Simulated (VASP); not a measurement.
A run of VASP 6.6.1 is set up as follows.

File INCAR:

```
PREC     = Accurate       # precision mode
ENCUT    = 520            # plane-wave cutoff, eV
EDIFF    = 1E-6           # SCF threshold, eV
ISMEAR   = -1             # smearing method
SIGMA    = 0.1            # smearing width, eV
LREAL    = False          # projectors in reciprocal space
LASPH    = True           # aspherical terms in the spheres
NELM     = 100            # most SCF steps
ALGO     = Normal         # electronic algorithm
ISIF     = 2              # what is computed and relaxed
LWAVE    = False          # write WAVECAR
LCHARG   = False          # write CHGCAR
NBANDS   = 33             # bands
```

Contents of KPOINTS:

```
regular mesh
0
Gamma
  2 2 4
```

POSCAR

```
TaN
1.0
    5.1910000000      0.0000000000      0.0000000000
   -2.5955000000      4.4955380000      0.0000000000
    0.0000000000      0.0000000000      2.9080000000
Ta N
3 3
Direct
    0.0000000000      0.0000000000      0.0000000000
    0.3333333333      0.6666666667      0.5000000000
    0.6666666667      0.3333333333      0.5000000000
    0.5000000000      0.0000000000      0.0000000000
    0.5000000000      0.5000000000      0.0000000000
    0.0000000000      0.5000000000      0.0000000000
```

Potentials or basis: VASP PAW LDA potentials, release 64 (Ta_pv, N).

Command:

```bash
$ cat potpaw_LDA.64/Ta_pv/POTCAR potpaw_LDA.64/N/POTCAR > POTCAR
$ mpirun -np 1 vasp_std > vasp.out
```

**Question.** What does it give for the band gap on the k mesh?

**Answer.** Zero (band 24 reaches 8.88 eV, above the bottom of band 25 at 6.73 eV).

**Question.** Estimate the pressure.

**Answer.** -3.3 GPa.

Stress tensor (GPa, compression positive):
```
-3.30  0.00  0.00
 0.00 -3.30  0.00
 0.00  0.00 -3.39
```

Caveat: the k points lie up to 0.70 Å⁻¹ apart; spin-orbit coupling is left out, which moves the levels of the heavy elements.
